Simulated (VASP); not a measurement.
# Si2W3 (Amm2) in VASP: single point with PBE

Aim: the single point of Si2W3 with PBE.

Everything below comes from runs of VASP 6.6.1. Logs are shortened: lines on timing, memory, paths and dates and some standing lists are left out, and cuts for length are marked.

## Step 1: The cell of the first run

The structure is orthorhombic, space group Amm2 (No. 38). Conventional cell: a = 3.312 Å, b = 9.376 Å, c = 9.376 Å, α = 90.00°, β = 90.00°, γ = 90.00°. Si (site symmetry mm2) has 3 Si at 2.52 to 3.31 Å and 8 W at 2.53 to 2.58 Å within 3.4 Å. Within 3.4 Å of Si (site symmetry mm2) lie 3 Si at 2.52 to 3.31 Å and 8 W at 2.55 to 2.59 Å. Within 3.4 Å of Si (site symmetry m) lie 3 Si at 2.52 to 3.31 Å and 8 W at 2.53 to 2.63 Å. Within 3.4 Å of W (site symmetry m) lie 4 Si at 2.53 to 2.63 Å and 10 W at 2.99 to 3.31 Å. W (site symmetry mm2) has 6 Si at 2.56 to 2.59 Å and 11 W at 2.99 to 3.53 Å within 3.6 Å. W (site symmetry mm2) has 6 Si at 2.53 Å and 11 W at 2.99 to 3.53 Å within 3.6 Å. Within 3.6 Å of W (site symmetry m) lie 6 Si at 2.55 to 2.57 Å and 11 W at 2.99 to 3.53 Å.

## Step 2: Single point, PBE (atoms displaced along a vibrational mode)

INCAR reads:

```
ALGO = Fast
EDIFF = 1E-6
ENCUT = 520
GGA = PE
ISIF = 2
ISMEAR = 0
LASPH = True
LCHARG = False
LREAL = False
LWAVE = False
NBANDS = 61
NELM = 60
PREC = Accurate
SIGMA = 0.15
```

KPOINTS reads:

```
k-points
0
Gamma
  6 6 12
```

POSCAR reads:

```
Si2W3
1.0
    6.6300342967      0.0000000000      0.0000000000
    0.0000000000      6.6300342967      0.0000000000
    0.0000000000      0.0000000000      3.3123213826
Si W
4 6
Direct
    0.1360310340      0.6360310340      0.0000000000
    0.8675650568      0.3675650568      0.0000000000
    0.6289003859      0.8604344087      0.0000000000
    0.3604344087      0.1289003859      0.0000000000
    0.5001628090      0.5006717681      0.0000000000
    0.0006717681      0.0001628090      0.0000000000
    0.6597313882      0.1597313882      0.5000000000
    0.3407074490      0.8407074490      0.5000000000
    0.1594152322      0.3403912930      0.5000000000
    0.8403912930      0.6594152322      0.5000000000
```

Potentials or basis: VASP PAW PBE potentials, release 64 (Si, W_sv).

Command:

```
$ cat potpaw_PBE.64/Si/POTCAR potpaw_PBE.64/W_sv/POTCAR > POTCAR
$ mpirun -np 1 vasp_std > vasp.out
```

OUTCAR:

```text
EDIFF = 1E-6
   ENCUT = 520
   GGA = PE
   ISIF = 2
   ISMEAR = 0
   LASPH = True
   LREAL = False
   NELM = 60
   PREC = Accurate

 ion  position               nearest neighbor table
   1  0.136  0.636  0.000-   2 2.52   8 2.53   8 2.53  10 2.57   9 2.57   9 2.57  10 2.57   5 2.58
                             6 2.58
   2  0.868  0.368  0.000-   1 2.52   9 2.55  10 2.55   9 2.55  10 2.55   7 2.56   7 2.56   5 2.59
                             6 2.59
   3  0.629  0.860  0.000-   4 2.52   8 2.53   8 2.53   5 2.53  10 2.55  10 2.55   7 2.59   7 2.59
                             6 2.63
   4  0.360  0.129  0.000-   3 2.52   8 2.53   8 2.53   6 2.53   9 2.55   9 2.55   7 2.59   7 2.59
                             5 2.63
   5  0.500  0.501  0.000-   3 2.53   1 2.58   2 2.59   4 2.63  10 2.99  10 2.99   8 2.99   8 2.99
                             7 3.00   7 3.00   9 3.00   9 3.00
   6  0.001  0.000  0.000-   4 2.53   1 2.58   2 2.59   3 2.63   9 2.99   9 2.99   8 2.99   8 2.99
                             7 3.00   7 3.00  10 3.00  10 3.00
   7  0.660  0.160  0.500-   2 2.56   2 2.56   4 2.59   3 2.59   3 2.59   4 2.59   8 2.99   5 3.00
                             6 3.00   5 3.00   6 3.00
   8  0.341  0.841  0.500-   3 2.53   4 2.53   3 2.53   4 2.53   1 2.53   1 2.53   6 2.99   5 2.99
                             5 2.99   6 2.99   7 2.99
   9  0.159  0.340  0.500-   4 2.55   4 2.55   2 2.55   2 2.55   1 2.57   1 2.57   6 2.99   6 2.99
                            10 2.99   5 3.00   5 3.00
  10  0.840  0.659  0.500-   3 2.55   3 2.55   2 2.55   2 2.55   1 2.57   1 2.57   5 2.99   5 2.99
                             9 2.99   6 3.00   6 3.00

  LATTYP: Found a simple tetragonal cell.
 ALAT       =     6.6300342967
 C/A-ratio  =     0.4995934009

  Lattice vectors:

 A1 = (   6.6300342967,   0.0000000000,   0.0000000000)
 A2 = (   0.0000000000,   6.6300342967,   0.0000000000)
 A3 = (   0.0000000000,   0.0000000000,   3.3123213826)

Analysis of symmetry for initial positions (statically):
=====================================================================
 Subroutine PRICEL returns:
 Original cell was already a primitive cell.

 Routine SETGRP: Setting up the symmetry group for a
 simple tetragonal supercell.

 Subroutine GETGRP returns: Found  4 space group operations
 (whereof  2 operations were pure point group operations)
 out of a pool of 16 trial point group operations.

The static configuration has the point symmetry C_1h.
 The point group associated with its full space group is C_2v.

Analysis of symmetry for dynamics (positions and initial velocities):
=====================================================================
 Subroutine PRICEL returns:
 Original cell was already a primitive cell.

 Routine SETGRP: Setting up the symmetry group for a
 simple tetragonal supercell.

 Subroutine GETGRP returns: Found  4 space group operations
 (whereof  2 operations were pure point group operations)
 out of a pool of 16 trial point group operations.

The dynamic configuration has the point symmetry C_1h.
 The point group associated with its full space group is C_2v.

 Subroutine INISYM returns: Found  4 space group operations
 (whereof  2 operations are pure point group operations),
 and found     1 'primitive' translations

----------------------------------------------------------------------------------------

                                     Primitive cell

  volume of cell :     145.6009

  direct lattice vectors                    reciprocal lattice vectors
     6.630034297  0.000000000  0.000000000     0.150828782  0.000000000  0.000000000
     0.000000000  6.630034297  0.000000000     0.000000000  0.150828782  0.000000000
     0.000000000  0.000000000  3.312321383     0.000000000  0.000000000  0.301903072

  length of vectors
     6.630034297  6.630034297  3.312321383     0.150828782  0.150828782  0.301903072

  position of ions in fractional coordinates (direct lattice)
     0.136031034  0.636031034  0.000000000
     0.867565057  0.367565057  0.000000000
     0.628900386  0.860434409  0.000000000
     0.360434409  0.128900386  0.000000000
     0.500162809  0.500671768  0.000000000
     0.000671768  0.000162809  0.000000000
     0.659731388  0.159731388  0.500000000
     0.340707449  0.840707449  0.500000000
     0.159415232  0.340391293  0.500000000
     0.840391293  0.659415232  0.500000000

  ion indices of the primitive-cell ions
   primitive index   ion index
                 1           1
                 2           2
                 3           3
                 4           4
                 5           5
                 6           6
                 7           7
                 8           8
                 9           9
                10          10

----------------------------------------------------------------------------------------

 KPOINTS: k-points

Automatic generation of k-mesh.
 Grid dimensions read from file:
 generate k-points for:    6    6   12

 Generating k-lattice:

  Cartesian coordinates                     Fractional coordinates (reciprocal lattice)
     0.025138130  0.000000000  0.000000000     0.166666667  0.000000000  0.000000000
     0.000000000  0.025138130  0.000000000     0.000000000  0.166666667  0.000000000
     0.000000000  0.000000000  0.025158589     0.000000000  0.000000000  0.083333333

  Length of vectors
     0.025138130  0.025138130  0.025158589

  Shift w.r.t. Gamma in fractional coordinates (k-lattice)
     0.000000000  0.000000000  0.000000000

 Subroutine IBZKPT returns following result:
 ===========================================

 Found     91 irreducible k-points:

 Following reciprocal coordinates:
            Coordinates               Weight
  0.000000  0.000000  0.000000      1.000000
  0.166667  0.000000  0.000000      4.000000
  0.333333  0.000000  0.000000      4.000000
  0.500000  0.000000  0.000000      2.000000
  0.166667  0.166667  0.000000      2.000000
 -0.166667  0.166667  0.000000      2.000000
[... 16 lines left out ...]
  0.333333  0.333333  0.083333      4.000000
 -0.333333  0.333333  0.083333      4.000000
 [... further k-points ...]
   k-points           NKPTS =     91   k-points in BZ     NKDIM =     91   number of bands    NBANDS=     61
   number of dos      NEDOS =    301   number of ions     NIONS =     10
   total plane-waves  NPLWV =  70000
   dimension x,y,z NGX =    50 NGY =   50 NGZ =   28
   dimension x,y,z NGXF=   100 NGYF=  100 NGZF=   56
   ions per type =               4   6
   NGX,Y,Z   is equivalent  to a cutoff of  12.54, 12.54, 14.05 a.u.
   NGXF,Y,Z  is equivalent  to a cutoff of  25.07, 25.07, 28.11 a.u.
 SYSTEM =  unknown system
   PREC   = accura    normal or accurate (medium, high low for compatibility)
   ISTART =      0    job   : 0-new  1-cont  2-samecut
   ICHARG =      2    charge: 1-file 2-atom 10-const
   ISPIN  =      1    spin polarized calculation?
   LNONCOLLINEAR =      F non collinear calculations
   LSORBIT =      F    spin-orbit coupling
   LASPH  =      T    aspherical Exc in radial PAW
   ENCUT  =  520.0 eV  38.22 Ry    6.18 a.u.  12.33 12.33  6.16*2*pi/ulx,y,z
   NELM   =     60;   NELMIN=  2; NELMDL= -5     # of ELM steps
   EDIFF  = 0.1E-05   stopping-criterion for ELM
   LREAL  =      F    real-space projection
   EDIFFG = 0.1E-04   stopping-criterion for IOM
   NSW    =      0    number of steps for IOM
   IBRION =     -1    ionic relax: 0-MD 1-quasi-New 2-CG
   NFREE  =      0    steps in history (QN), initial steepest desc. (CG)
   ISIF   =      2    stress and relaxation
   ISYM   =      2    0-nonsym 1-usesym 2-fastsym
   POTIM  = 0.5000    time-step for ionic-motion
   TEBEG  =    0.0;   TEEND  =   0.0 temperature during run
   PSTRESS=    0.0 pullay stress
   NELECT =     100.0000    total number of electrons
   NUPDOWN=      -1.0000    fix difference up-down
   EMIN   =  10.00;   EMAX   =-10.00  energy-range for DOS
   EFERMI =   0.00;   METHOD = LEGACY
   ISMEAR =     0;   SIGMA  =   0.15  broadening in eV -4-tet -1-fermi 0-gaus
   EFERMI_NEDOS =   21; number of points for ismear=-14 and -15
   IALGO  =     68    algorithm
   IMIX   =      4    mixing-type and parameters
     AMIX     =   0.40;   BMIX     =  1.00
     AMIX_MAG =   1.60;   BMIX_MAG =  1.00
  volume/ion in A,a.u.               =      14.56        98.26
  Fermi-wavevector in a.u.,A,eV,Ry     =   1.444398  2.729516 28.385632  2.086285
  Thomas-Fermi vector in A             =   2.562697
   LORBIT       =      0    0 simple, 1 ext, 2 COOP (PROOUT), +10 PAW based schemes
   GGA     = PE    functional components
   LHFCALC =     F    Hartree Fock is set to
   AEXX    =    0.0000 exact exchange contribution
   IVDW    =     0    specifies the selected vdW correction
   LEPSILON=     F    determine dielectric tensor
   LRPA    =     F    only Hartree local field effects (RPA)
 non-spin polarized calculation
 RMM-DIIS sequential band-by-band and
 Gauss-broadening in eV      SIGMA  =   0.15
  energy-cutoff  :      520.00
  volume of cell :      145.60
 maximum number of plane-waves:      3945
 NGX is ok and might be reduce to    50
   NGX = 25   NGY = 25   NGZ = 13

 number of electron     100.0000000 magnetization

 number of electron      99.9999981 magnetization

 Free energy of the ion-electron system (eV)
  ---------------------------------------------------
  ext. energy  EPLUGINS =         0.00000000
  ---------------------------------------------------
  free energy    TOTEN  =       -99.24872125 eV

  energy without entropy =      -99.18413201  energy(sigma->0) =      -99.21642663

 E-fermi :  11.7219     XC(G=0): -12.9450

 val. band max:       11.7207114985   @ k =   0.5000   0.5000   0.0000
 cond. band min:      11.7280323307   @ k =   0.0000   0.0000   0.2500
 fundamental gap:      0.0073208322
 Fermi energy:        11.7219361705

 k-point     1 :       0.0000    0.0000    0.0000
  band No.  band energies     occupation
      1     -62.6647      2.00000
      2     -62.6474      2.00000
      3     -62.6364      2.00000
      4     -62.6164      2.00000
      5     -62.3605      2.00000
      6     -62.3580      2.00000
[... 1525 lines left out ...]
     60      13.1690      0.00000
     61      14.5482      0.00000

 [... further k-points ...]
[... 5 lines left out ...]
  --------------------------------------------------------------------------------------
  -------------------------------------------------------------------------------------
  Total        0.2253992      0.2253992      0.4174226      0.0305451      0.0000000      0.0000000
  in kB        2.4802697      2.4802697      4.5932753      0.3361153      0.0000000      0.0000000
  external PRESSURE =       3.1846049 kB  Pullay stress =       0.0000000 kB

 VOLUME and BASIS-vectors are now :
 -----------------------------------------------------------------------------
  energy-cutoff  :      520.00
  volume of cell :      145.60
      direct lattice vectors                 reciprocal lattice vectors
     6.630034297  0.000000000  0.000000000     0.150828782  0.000000000  0.000000000
     0.000000000  6.630034297  0.000000000     0.000000000  0.150828782  0.000000000
     0.000000000  0.000000000  3.312321383     0.000000000  0.000000000  0.301903072

 POSITION                                       TOTAL-FORCE (eV/Angst)
 -----------------------------------------------------------------------------------
      0.90189      4.21691      0.00000        -0.199510     -0.199510      0.000000
      5.75199      2.43697      0.00000        -0.197698     -0.197698      0.000000
      4.16963      5.70471      0.00000         0.594421      0.586869      0.000000
      2.38969      0.85461      0.00000         0.586869      0.594421      0.000000
      3.31610      3.31947      0.00000        -0.118030     -0.488605      0.000000
      0.00445      0.00108      0.00000        -0.488605     -0.118030      0.000000
      4.37404      1.05902      1.65616        -0.132621     -0.132621      0.000000
      2.25890      5.57392      1.65616        -0.184490     -0.184490      0.000000
      1.05693      2.25681      1.65616         0.083106      0.056558      0.000000
      5.57182      4.37195      1.65616         0.056558      0.083106      0.000000
 -----------------------------------------------------------------------------------
    total drift:                                0.000139      0.000139      0.000001

  FREE ENERGIE OF THE ION-ELECTRON SYSTEM (eV)
  ---------------------------------------------------
  free  energy   TOTEN  =       -99.2487212477 eV

  energy  without entropy=      -99.1841320146  energy(sigma->0) =      -99.21642663
```

Run time: 9.4 min. Hardware: 1 thread of Intel Xeon 6975P-C (Granite Rapids), shared host; peak memory 0.64 GiB.

What came out:

| Property | Result |
| --- | --- |
| Free energy | -99.2487 eV |
| Pressure | 0.3 GPa |
| Largest force | 0.835 eV/Å |
| Band gap on the k mesh | zero (bands 50 and 51 overlap by 1.68 eV) |

Forces on the atoms (eV/Å):
```
Si  -0.200 -0.200  0.000
Si  -0.198 -0.198  0.000
Si   0.594  0.587  0.000
Si   0.587  0.594  0.000
W   -0.118 -0.489  0.000
W   -0.489 -0.118  0.000
W   -0.133 -0.133  0.000
W   -0.184 -0.184  0.000
W    0.083  0.057  0.000
W    0.057  0.083  0.000
```

Caveat: the cell differs from its parent crystal (atoms displaced along a vibrational mode); spin-orbit coupling is left out, which moves the levels of the heavy elements.
